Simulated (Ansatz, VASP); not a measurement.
## GaSb in VASP and in Ansatz

INCAR

```
SYSTEM = GaSb
ALGO = Normal ; EDIFF = 1E-6
ENCUT = 500 ; GGA = PE
GGA_COMPAT = .FALSE. ; ISIF = 2
ISMEAR = 0 ; LASPH = .TRUE.
LCHARG = .TRUE. ; LELF = .TRUE.
LREAL = .FALSE. ; LVHAR = .TRUE.
LWAVE = .FALSE. ; NBANDS = 16
NELM = 120 ; PREC = Accurate
SIGMA = 0.02
```

Contents of KPOINTS:

```
k-points
0
G
  5 5 5
  0 0 0
```

POSCAR

```
GaSb
1.0
    0.0000000000      3.1354750000      3.0590000000
    3.1354750000      0.0000000000      3.0590000000
    3.1354750000      3.1354750000      0.0000000000
Ga Sb
1 1
Direct
    0.0000000000      0.0000000000      0.0000000000
    0.2500000000      0.2500000000      0.2500000000
```

Input for Ansatz:

```yaml
crystal:
  lattice:
    - [0.0, 3.135475, 3.059]
    - [3.135475, 0.0, 3.059]
    - [3.135475, 3.135475, 0.0]
  atoms:
    - { symbol: Ga, position: [0.0, 0.0, 0.0] }
    - { symbol: Sb, position: [0.25, 0.25, 0.25] }
basis:
  ecutwfc: 489.804952427784
kpoints:
  mp_grid:
    grid: [5, 5, 5]
hamiltonian:
  xc: pbe
  pseudopotentials:
    kind: paw
scf:
  convergence:
    dr2_threshold: 1.0e-08
  occupations:
    method: gaussian
    width: 0.02
output:
  stress: true
```

Alike in both runs: task single point; functional PBE; k mesh 5 × 5 × 5; occupations gaussian, width 0.02 eV; no spin polarisation.

|  | VASP | Ansatz |
| --- | --- | --- |
| version | VASP 6.6.1 | Ansatz 0.2.0 |
| potentials or method | VASP PAW PBE potentials, release 64 (Ga_d, Sb), cutoff 500 eV | plane waves, PAW |
| valence electrons in the cell | 18 | 28 |

```tsv
	VASP	Ansatz	Ansatz less VASP
pressure (GPa)	0.2	0.1	-0.07
traceless stress, the component that is largest in VASP (GPa)	0.53	0.53	+0.001
```

VASP's potentials hold 18 valence electrons a cell and Ansatz's 28, so a difference there can come from the potentials and not from the codes. Ansatz's warnings: stress scf threshold loose.

Neither program's run includes spin-orbit coupling.
